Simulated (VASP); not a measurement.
A run of VASP 6.6.1 is set up as follows.

Contents of INCAR:

```
SYSTEM = SiC
PREC     = Accurate       ! precision mode
ENCUT    = 600            ! plane-wave cutoff, eV
EDIFF    = 1E-6           ! SCF threshold, eV
ISMEAR   = 0              ! smearing method
SIGMA    = 0.02           ! smearing width, eV
LREAL    = .False.        ! projectors in reciprocal space
LASPH    = .True.         ! aspherical terms in the spheres
NELM     = 60             ! most SCF steps
ALGO     = Normal         ! electronic algorithm
ISIF     = 4              ! what is computed and relaxed
LWAVE    = .False.        ! write WAVECAR
LCHARG   = .False.        ! write CHGCAR
GGA      = PE             ! functional
IBRION   = 2              ! ionic algorithm
NSW      = 50             ! ionic steps
EDIFFG   = -0.01          ! ionic threshold
```

Contents of KPOINTS:

```
regular mesh
0
Gamma
  12 12 2
  0 0 0
```

Contents of POSCAR:

```
SiC
1.0
    3.1556997208      0.0000000000      0.0000000000
   -1.5778498604      2.7329161249      0.0000000000
    0.0000000000      0.0000000000     15.4842889200
Si C
6 6
Direct
    0.0000000000      0.0000000000      0.1250399221
    0.0000000000      0.0000000000      0.6250399221
    0.3333333333      0.6666666667      0.2918177992
    0.6666666667      0.3333333333      0.7918177992
    0.3333333333      0.6666666667      0.9583095063
    0.6666666667      0.3333333333      0.4583095063
    0.0000000000      0.0000000000     -0.0003123163
    0.0000000000      0.0000000000      0.4996876837
    0.3333333333      0.6666666667      0.1668296831
    0.6666666667      0.3333333333      0.6668296831
    0.3333333333      0.6666666667      0.8333154056
    0.6666666667      0.3333333333      0.3333154056
```

Potentials or basis: VASP PAW PBE potentials, release 64 (Si, C).

The run is started by

```sh
$ cat potpaw_PBE.64/Si/POTCAR potpaw_PBE.64/C/POTCAR > POTCAR
$ mpirun -np 1 vasp_std > vasp.out
```

Question: Predict the band gap on the k mesh.

Answer: 2.04 eV, indirect (least direct gap 3.12 eV).

Final structure:
```
Si C
1.0
     3.15547    0.00000    0.00000
    -1.57774    2.73272    0.00000
     0.00000    0.00000   15.48650
Si C
6 6
Direct
  0.00000 0.00000 0.12507
  0.00000 0.00000 0.62507
  0.33333 0.66667 0.29181
  0.66667 0.33333 0.79181
  0.33333 0.66667 0.95830
  0.66667 0.33333 0.45830
  0.00000 0.00000 0.99967
  0.00000 0.00000 0.49967
  0.33333 0.66667 0.16683
  0.66667 0.33333 0.66683
  0.33333 0.66667 0.83332
  0.66667 0.33333 0.33332
```

 A k mesh can miss the band edges.
